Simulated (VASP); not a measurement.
# Zn (Im-3m) in VASP: a series of runs

The runs below take Zn through single point, with LDA.

Everything below comes from runs of VASP 6.6.1. Logs are shortened: lines on timing, memory, paths and dates and some standing lists are left out, and cuts for length are marked.

### Step 1. The cell of the first run

Symmetry: Im-3m, No. 229, cubic system. The conventional cell has a = 3.138 Å, b = 3.138 Å, c = 3.138 Å, α = 90.00°, β = 90.00°, γ = 90.00°. Zn (site symmetry m-3m) has 14 Zn at 2.72 to 3.14 Å within 3.6 Å.

### Step 2. Single point, LDA

INCAR

```
ALGO = Fast
EDIFF = 1E-6
ENCUT = 520
GGA = CA
ISIF = 2
ISMEAR = -1
LASPH = T
LCHARG = F
LREAL = F
LWAVE = F
NBANDS = 12
NELM = 80
PREC = Accurate
SIGMA = 0.05
```

KPOINTS

```
k-points
0
Gamma
  12 12 12
```

POSCAR

```
Zn
1.0
   -1.5690370000      1.5690370000      1.5690370000
    1.5690370000     -1.5690370000      1.5690370000
    1.5690370000      1.5690370000     -1.5690370000
Zn
1
Direct
    0.0000000000      0.0000000000      0.0000000000
```

Potentials or basis: VASP PAW LDA potentials, release 64 (Zn).

On the command line:

```bash
$ cat potpaw_LDA.64/Zn/POTCAR > POTCAR
$ mpirun -np 1 vasp_std > vasp.out
```

OUTCAR:

```text
EDIFF = 1E-6
   ENCUT = 520
   GGA = CA
   ISIF = 2
   ISMEAR = -1
   LASPH = T
   LREAL = F
   NELM = 80
   PREC = Accurate

 ion  position               nearest neighbor table
   1  0.000  0.000  0.000-

  LATTYP: Found a body centered cubic cell.
 ALAT       =     3.1380740000

  Lattice vectors:

 A1 = (  -1.5690370000,   1.5690370000,   1.5690370000)
 A2 = (   1.5690370000,  -1.5690370000,   1.5690370000)
 A3 = (   1.5690370000,   1.5690370000,  -1.5690370000)

Analysis of symmetry for initial positions (statically):
=====================================================================
 Subroutine PRICEL returns:
 Original cell was already a primitive cell.

 Routine SETGRP: Setting up the symmetry group for a
 body centered cubic supercell.

 Subroutine GETGRP returns: Found 48 space group operations
 (whereof 48 operations were pure point group operations)
 out of a pool of 48 trial point group operations.

The static configuration has the point symmetry O_h .

Analysis of symmetry for dynamics (positions and initial velocities):
=====================================================================
 Subroutine PRICEL returns:
 Original cell was already a primitive cell.

 Routine SETGRP: Setting up the symmetry group for a
 body centered cubic supercell.

 Subroutine GETGRP returns: Found 48 space group operations
 (whereof 48 operations were pure point group operations)
 out of a pool of 48 trial point group operations.

The dynamic configuration has the point symmetry O_h .

 Subroutine INISYM returns: Found 48 space group operations
 (whereof 48 operations are pure point group operations),
 and found     1 'primitive' translations

----------------------------------------------------------------------------------------

                                     Primitive cell

  volume of cell :      15.4511

  direct lattice vectors                    reciprocal lattice vectors
    -1.569037000  1.569037000  1.569037000     0.000000000  0.318666800  0.318666800
     1.569037000 -1.569037000  1.569037000     0.318666800  0.000000000  0.318666800
     1.569037000  1.569037000 -1.569037000     0.318666800  0.318666800  0.000000000

  length of vectors
     2.717651803  2.717651803  2.717651803     0.450662911  0.450662911  0.450662911

  position of ions in fractional coordinates (direct lattice)
     0.000000000  0.000000000  0.000000000

  ion indices of the primitive-cell ions
   primitive index   ion index
                 1           1

----------------------------------------------------------------------------------------

 KPOINTS: k-points

Automatic generation of k-mesh.
 Grid dimensions read from file:
 generate k-points for:   12   12   12

 Generating k-lattice:

  Cartesian coordinates                     Fractional coordinates (reciprocal lattice)
     0.000000000  0.026555567  0.026555567     0.083333333  0.000000000  0.000000000
     0.026555567  0.000000000  0.026555567     0.000000000  0.083333333  0.000000000
     0.026555567  0.026555567  0.000000000     0.000000000  0.000000000  0.083333333

  Length of vectors
     0.037555243  0.037555243  0.037555243

  Shift w.r.t. Gamma in fractional coordinates (k-lattice)
     0.000000000  0.000000000  0.000000000

 Subroutine IBZKPT returns following result:
 ===========================================

 Found     72 irreducible k-points:

 Following reciprocal coordinates:
            Coordinates               Weight
  0.000000  0.000000  0.000000      1.000000
  0.083333  0.000000  0.000000     12.000000
  0.166667  0.000000  0.000000     12.000000
  0.250000  0.000000  0.000000     12.000000
  0.333333  0.000000  0.000000     12.000000
  0.416667  0.000000  0.000000     12.000000
[... 16 lines left out ...]
  0.333333  0.083333  0.083333     24.000000
  0.416667  0.083333  0.083333     12.000000
 [... further k-points ...]
   k-points           NKPTS =     72   k-points in BZ     NKDIM =     72   number of bands    NBANDS=     12
   number of dos      NEDOS =    301   number of ions     NIONS =      1
   total plane-waves  NPLWV =   8000
   dimension x,y,z NGX =    20 NGY =   20 NGZ =   20
   dimension x,y,z NGXF=    40 NGYF=   40 NGZF=   40
   ions per type =               1
   NGX,Y,Z   is equivalent  to a cutoff of  12.23, 12.23, 12.23 a.u.
   NGXF,Y,Z  is equivalent  to a cutoff of  24.47, 24.47, 24.47 a.u.
 SYSTEM =  unknown system
   PREC   = accura    normal or accurate (medium, high low for compatibility)
   ISTART =      0    job   : 0-new  1-cont  2-samecut
   ICHARG =      2    charge: 1-file 2-atom 10-const
   ISPIN  =      1    spin polarized calculation?
   LNONCOLLINEAR =      F non collinear calculations
   LSORBIT =      F    spin-orbit coupling
   LASPH  =      T    aspherical Exc in radial PAW
   ENCUT  =  520.0 eV  38.22 Ry    6.18 a.u.   5.05  5.05  5.05*2*pi/ulx,y,z
   NELM   =     80;   NELMIN=  2; NELMDL= -5     # of ELM steps
   EDIFF  = 0.1E-05   stopping-criterion for ELM
   LREAL  =      F    real-space projection
   EDIFFG = 0.1E-04   stopping-criterion for IOM
   NSW    =      0    number of steps for IOM
   IBRION =     -1    ionic relax: 0-MD 1-quasi-New 2-CG
   NFREE  =      0    steps in history (QN), initial steepest desc. (CG)
   ISIF   =      2    stress and relaxation
   ISYM   =      2    0-nonsym 1-usesym 2-fastsym
   POTIM  = 0.5000    time-step for ionic-motion
   TEBEG  =    0.0;   TEEND  =   0.0 temperature during run
   PSTRESS=    0.0 pullay stress
   NELECT =      12.0000    total number of electrons
   NUPDOWN=      -1.0000    fix difference up-down
   EMIN   =  10.00;   EMAX   =-10.00  energy-range for DOS
   EFERMI =   0.00;   METHOD = LEGACY
   ISMEAR =    -1;   SIGMA  =   0.05  broadening in eV -4-tet -1-fermi 0-gaus
   EFERMI_NEDOS =   21; number of points for ismear=-14 and -15
   IALGO  =     68    algorithm
   IMIX   =      4    mixing-type and parameters
     AMIX     =   0.40;   BMIX     =  1.00
     AMIX_MAG =   1.60;   BMIX_MAG =  1.00
  volume/ion in A,a.u.               =      15.45       104.27
  Fermi-wavevector in a.u.,A,eV,Ry     =   1.504811  2.843681 30.809811  2.264457
  Thomas-Fermi vector in A             =   2.615742
   LORBIT       =      0    0 simple, 1 ext, 2 COOP (PROOUT), +10 PAW based schemes
   GGA     = CA    functional components
   LHFCALC =     F    Hartree Fock is set to
   AEXX    =    0.0000 exact exchange contribution
   IVDW    =     0    specifies the selected vdW correction
   LEPSILON=     F    determine dielectric tensor
   LRPA    =     F    only Hartree local field effects (RPA)
 non-spin polarized calculation
 RMM-DIIS sequential band-by-band and
  energy-cutoff  :      520.00
  volume of cell :       15.45
 maximum number of plane-waves:       430
   NGX = 11   NGY = 11   NGZ = 11

 number of electron      12.0000023 magnetization

 Free energy of the ion-electron system (eV)
  ---------------------------------------------------
  ext. energy  EPLUGINS =         0.00000000
  ---------------------------------------------------
  free energy    TOTEN  =        -1.72359022 eV

  energy without entropy =       -1.72027359  energy(sigma->0) =       -1.72193191

 E-fermi :   2.7962     XC(G=0): -11.8162

 val. band max:        2.7510262745   @ k =   0.4167   0.0833   0.0000
 cond. band min:       2.9079113138   @ k =   0.3333   0.2500   0.0833
 fundamental gap:      0.1568850393
 Fermi energy:         2.7962394235

 k-point     1 :       0.0000    0.0000    0.0000
  band No.  band energies     occupation
      1      -7.4870      2.00000
      2      -4.9815      2.00000
      3      -4.9815      2.00000
      4      -4.9815      2.00000
      5      -4.4777      2.00000
      6      -4.4777      2.00000
      7      21.5751      0.00000
      8      21.5751      0.00000
      9      21.5751      0.00000
     10      23.6938      0.00000
     11      23.6938      0.00000
     12      23.6938      0.00000

 k-point     2 :       0.0833    0.0000    0.0000
  band No.  band energies     occupation
      1      -7.2688      2.00000
      2      -5.0016      2.00000
      3      -4.9761      2.00000
      4      -4.9303      2.00000
      5      -4.4963      2.00000
      6      -4.4765      2.00000
      7      18.9662      0.00000
      8      20.2223      0.00000
      9      20.7442      0.00000
     10      22.2414      0.00000
     11      22.3043      0.00000
     12      23.3847      0.00000

 k-point     3 :       0.1667    0.0000    0.0000
  band No.  band energies     occupation
      1      -6.6440      2.00000
      2      -5.0565      2.00000
      3      -4.9446      2.00000
      4      -4.7873      2.00000
      5      -4.5320      2.00000
      6      -4.4725      2.00000
      7      14.8165      0.00000
      8      18.2197      0.00000
      9      19.0850      0.00000
     10      20.7917      0.00000
     11      21.2755      0.00000
     12      23.9275      0.00000
[... 286 lines left out ...]
 k-point    23 :       0.3333    0.0833    0.0833
  band No.  band energies     occupation
      1      -5.4529      2.00000
      2      -5.2567      2.00000
      3      -4.4982      2.00000
      4      -4.4520      2.00000
      5      -4.4485      2.00000
      6      -0.9834      2.00000
      7       4.4033      0.00000
      8      11.5242      0.00000
      9      12.3019      0.00000
     10      22.5200      0.00000
     11      23.1829      0.00000
     12      29.2349      0.00000

 k-point    24 :       0.4167    0.0833    0.0833
  band No.  band energies     occupation
      1      -5.4792      2.00000
      2      -5.2736      2.00000
      3      -4.4892      2.00000
      4      -4.4448      2.00000
      5      -4.3757      2.00000
      6       0.9102      2.00000
      7       2.0768      2.00000
      8      11.2742      0.00000
      9      12.0906      0.00000
     10      22.3337      0.00000
     11      23.0568      0.00000
     12      30.9394      0.00000

 [... further k-points ...]
[... 5 lines left out ...]
  --------------------------------------------------------------------------------------
  -------------------------------------------------------------------------------------
  Total       -0.7636643     -0.7636643     -0.7636643      0.0000000     -0.0000000     -0.0000000
  in kB      -79.1869296    -79.1869296    -79.1869296      0.0000000     -0.0000000     -0.0000000
  external PRESSURE =     -79.1869296 kB  Pullay stress =       0.0000000 kB

 VOLUME and BASIS-vectors are now :
 -----------------------------------------------------------------------------
  energy-cutoff  :      520.00
  volume of cell :       15.45
      direct lattice vectors                 reciprocal lattice vectors
    -1.569037000  1.569037000  1.569037000     0.000000000  0.318666800  0.318666800
     1.569037000 -1.569037000  1.569037000     0.318666800  0.000000000  0.318666800
     1.569037000  1.569037000 -1.569037000     0.318666800  0.318666800  0.000000000

 POSITION                                       TOTAL-FORCE (eV/Angst)
 -----------------------------------------------------------------------------------
      0.00000      0.00000      0.00000        -0.000000      0.000000      0.000000
 -----------------------------------------------------------------------------------
    total drift:                               -0.000000     -0.000000      0.000000

  FREE ENERGIE OF THE ION-ELECTRON SYSTEM (eV)
  ---------------------------------------------------
  free  energy   TOTEN  =        -1.7235902218 eV

  energy  without entropy=       -1.7202735886  energy(sigma->0) =       -1.72193191
```

Run time: 11 s. Hardware: 1 thread of AMD EPYC 7R43 (Zen 3), shared host; peak memory 0.09 GiB.

What came out:

```
Free energy            : -1.7236 eV
Pressure               : -7.9 GPa
Band gap on the k mesh : zero (band 6 reaches 6.98 eV, above the bottom of band 7 at 1.80 eV)
```

### Step 3. Single point, LDA

This run uses another cell than the first one, of 15.76 Å³/atom, 1.020 times its volume.

INCAR

```
PREC     = Accurate       # precision mode
ENCUT    = 520            # plane-wave cutoff, eV
EDIFF    = 1E-6           # SCF threshold, eV
ISMEAR   = -1             # smearing method
SIGMA    = 0.05           # smearing width, eV
LREAL    = False          # projectors in reciprocal space
LASPH    = True           # aspherical terms in the spheres
NELM     = 100            # most SCF steps
ALGO     = Fast           # electronic algorithm
ISIF     = 2              # what is computed and relaxed
LWAVE    = False          # write WAVECAR
LCHARG   = False          # write CHGCAR
NBANDS   = 12             # bands
```

KPOINTS

```
Automatic mesh
0
Gamma
  12 12 12
```

POSCAR

```
Zn
1.0
   -1.5794282763      1.5794282763      1.5794282763
    1.5794282763     -1.5794282763      1.5794282763
    1.5794282763      1.5794282763     -1.5794282763
Zn
1
Direct
    0.0000000000      0.0000000000      0.0000000000
```

Potentials or basis: VASP PAW LDA potentials, release 64 (Zn).

On the command line:

```bash
$ cat potpaw_LDA.64/Zn/POTCAR > POTCAR
$ mpirun -np 1 vasp_std > vasp.out
```

It took 9 s on 1 thread of AMD EPYC 7R43 (Zen 3), shared host; peak memory 0.09 GiB.

It converged, with:

```yaml
Free_energy: -1.7075 eV
Pressure: -8.8 GPa
Band_gap_on_the_k_mesh: zero (band 6 reaches 6.80 eV, above the bottom of band 7 at 1.62 eV)
```

Levels at points of the mesh, in eV from the Fermi level:
```
           k point  band 2  band 3  band 4  band 5  band 6  band 7  band 8  band 9  band 10  band 11
(0.00, 0.00, 0.00)   -7.71   -7.71   -7.71   -7.23   -7.23   18.47   18.47   18.47    20.73    20.73
(0.50, 0.00, 0.00)   -8.00   -7.25   -7.20   -6.91   -2.47   -1.03   11.03   12.57    15.23    16.54
(0.50, 0.50, 0.50)   -8.23   -6.99   -6.99   -6.99    4.16    4.16    4.16    7.10     8.66     8.66
```

### Step 4. Single point, LDA

This run uses another cell than the first one, of 16.07 Å³/atom, 1.040 times its volume.

INCAR

```
ALGO = Normal
EDIFF = 1E-6
ENCUT = 520
ISIF = 2
ISMEAR = -1
LASPH = True
LCHARG = False
LREAL = False
LWAVE = False
NBANDS = 12
NELM = 100
PREC = Accurate
SIGMA = 0.05
```

KPOINTS

```
k-points
0
Gamma
  12 12 12
```

POSCAR

```
Zn
1.0
   -1.5896845915      1.5896845915      1.5896845915
    1.5896845915     -1.5896845915      1.5896845915
    1.5896845915      1.5896845915     -1.5896845915
Zn
1
Direct
    0.0000000000      0.0000000000      0.0000000000
```

On the command line:

```bash
$ cat potpaw_LDA.64/Zn/POTCAR > POTCAR
$ mpirun -np 1 vasp_std > vasp.out
```

Run time: 8.6 s. Hardware: 1 thread of AMD EPYC 7R43 (Zen 3), shared host; peak memory 0.09 GiB.

Results (log left out):

```
Free energy            : -1.6899 eV
Pressure               : -9.4 GPa
Band gap on the k mesh : zero (band 6 reaches 6.64 eV, above the bottom of band 7 at 1.45 eV)
```

Levels at points of the mesh, in eV from the Fermi level:
| k point | band 4 | band 5 | band 6 | band 7 | band 8 | band 9 |
| --- | --- | --- | --- | --- | --- | --- |
| (0.00, 0.00, 0.00) | -7.66 | -7.19 | -7.19 | 18.16 | 18.16 | 18.16 |
| (0.50, 0.00, 0.00) | -7.16 | -6.88 | -2.39 | -1.06 | 10.88 | 12.44 |
| (0.50, 0.50, 0.50) | -6.95 | -6.95 | 4.13 | 4.13 | 4.13 | 6.88 |

### Step 5. Overview

| cell | gap on the mesh (eV) | pressure (GPa) |
| --- | --- | --- |
| a = 2.718 Å, angles 109.5°, 1 atom | none | -7.9 |
| a = 2.736 Å, angles 109.5°, 1 atom | none | -8.8 |
| a = 2.753 Å, angles 109.5°, 1 atom | none | -9.4 |

Alike in all rows: task single point; level LDA; potentials or basis VASP PAW LDA potentials, release 64 (Zn); no spin polarisation; k mesh 12 × 12 × 12; cutoff (eV) 520; smearing fermi-dirac 0.05 eV.

Total energies depend on the potentials used, so only differences within one code and one set of settings carry meaning.
